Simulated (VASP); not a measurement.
Wanted: the native input for a VASP 6.6.1 run.

* Task: single point
* Functional: r2SCAN
* Potentials or basis: VASP PAW PBE potentials, release 64 (K_sv, F)
* Cutoff: 520 eV
* k mesh: 8 × 8 × 8
* Occupations: gaussian, width 0.05 eV
* Spin: no spin polarisation
* Dipole correction: no
* Further INCAR settings: ALGO = Normal; EDIFF = 1e-06; NBANDS = 15

Crystal: KF.

```xyz
2
Lattice="0.0000 2.5398 2.6735 2.5398 0.0000 2.6735 2.5398 2.5398 0.0000" Properties=species:S:1:pos:R:3 pbc="T T T"
K     0.0000    0.0000    0.0000
F     2.5398    2.5398    2.6735
```

This cell differs from its parent crystal: strain -0.050 along x and y, +0.000 along z.

The input as run:

POSCAR

```
KF
1.0
    0.0000000000      2.5398250000      2.6735000000
    2.5398250000      0.0000000000      2.6735000000
    2.5398250000      2.5398250000      0.0000000000
K F
1 1
Direct
    0.0000000000      0.0000000000      0.0000000000
    0.5000000000      0.5000000000      0.5000000000
```

INCAR.step1

```
SYSTEM = KF
ALGO = Normal ; EDIFF = 1E-4
ENCUT = 520 ; GGA = PE
ISMEAR = 0 ; LASPH = .True.
LCHARG = .False. ; LREAL = .False.
LWAVE = .True. ; NBANDS = 15
NELM = 100 ; PREC = Accurate
SIGMA = 0.05
```

INCAR.step2

```
SYSTEM = KF
ALGO = Normal ; EDIFF = 1E-6
ENCUT = 520 ; ISIF = 2
ISMEAR = 0 ; ISTART = 1
LASPH = .True. ; LCHARG = .False.
LMIXTAU = .True. ; LREAL = .False.
LWAVE = .False. ; METAGGA = R2SCAN
NBANDS = 15 ; NELM = 100
PREC = Accurate ; SIGMA = 0.05
```

KPOINTS

```
k-points
0
Gamma
  8 8 8
  0 0 0
```

Potentials or basis: VASP PAW PBE potentials, release 64 (K_sv, F).

Command:

```console
$ cat potpaw_PBE.64/K_sv/POTCAR potpaw_PBE.64/F/POTCAR > POTCAR
$ cp INCAR.step1 INCAR
$ mpirun -np 1 vasp_std > vasp.out
$ cp INCAR.step2 INCAR
$ mpirun -np 1 vasp_std > vasp.out
```

Results of the run:

* Pressure: 4.1 GPa
* Band gap on the k mesh: 7.34 eV, direct

Caveat: the cell differs from its parent crystal (strain -0.050 along x and y, +0.000 along z); the PAW data sets were made with another functional, which shifts forces and pressure a little.

It took 62 s on 1 thread of Intel(R) Xeon(R) 6975P-C (Granite Rapids) (shared host), peak memory 0.17 GiB.
